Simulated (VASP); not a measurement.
Write the native input for VASP 6.6.1 that does the following.

```yaml
Task: single point
Functional: r2SCAN
Potentials_or_basis: VASP PAW PBE potentials, release 64 (Zr_sv, C)
Cutoff: 660 eV
k_mesh: 12 × 12 × 12
Occupations: gaussian, width 0.05 eV
Spin: no spin polarisation
Dipole_correction: no
Further_INCAR_settings: ALGO = Normal; EDIFF = 1e-06; NBANDS = 15
```

Crystal: ZrC.

```
Zr C
1.0
     2.93544    0.00000    0.00000
     0.00000    2.93544    0.00000
     0.00000    0.00000    2.93544
Zr C
1 1
Direct
  0.00000 0.00000 0.00000
  0.50000 0.50000 0.50000
```

The input as run:

POSCAR

```
ZrC
1.0
    2.9354355070      0.0000000000      0.0000000000
    0.0000000000      2.9354355070      0.0000000000
    0.0000000000      0.0000000000      2.9354355070
Zr C
1 1
Direct
    0.0000000000      0.0000000000      0.0000000000
    0.5000000000      0.5000000000      0.5000000000
```

INCAR.step1

```
SYSTEM = ZrC
ALGO = Normal ; EDIFF = 1E-5
ENCUT = 660 ; GGA = PE
GGA_COMPAT = .False. ; ISMEAR = 0
LASPH = .True. ; LCHARG = .False.
LREAL = .False. ; LWAVE = .True.
NBANDS = 15 ; NELM = 120
PREC = Accurate ; SIGMA = 0.05
```

INCAR.step2

```
SYSTEM = ZrC
ALGO = Normal ; EDIFF = 1E-6
ENCUT = 660 ; GGA_COMPAT = .False.
ISIF = 2 ; ISMEAR = 0
ISTART = 1 ; LASPH = .True.
LCHARG = .False. ; LMIXTAU = .True.
LREAL = .False. ; LWAVE = .False.
METAGGA = R2SCAN ; NBANDS = 15
NELM = 120 ; PREC = Accurate
SIGMA = 0.05
```

KPOINTS

```
k-points
0
Gamma
  12 12 12
  0 0 0
```

Potentials or basis: VASP PAW PBE potentials, release 64 (Zr_sv, C).

Launch:

```sh
$ cat potpaw_PBE.64/Zr_sv/POTCAR potpaw_PBE.64/C/POTCAR > POTCAR
$ cp INCAR.step1 INCAR
$ mpirun -np 1 vasp_std > vasp.out
$ cp INCAR.step2 INCAR
$ mpirun -np 1 vasp_std > vasp.out
```

Results of the run:

| Quantity | Value |
| --- | --- |
| Pressure | -3.8 GPa |
| Band gap on the k mesh | zero (bands 8 and 9 overlap by 2.10 eV) |

Caveat: the cell stands under tension; the PAW data sets were made with another functional, which shifts forces and pressure a little.

Run time: 5.1 min on 1 thread of Intel Xeon 8259CL, on a shared host, peak memory 0.2 GiB.
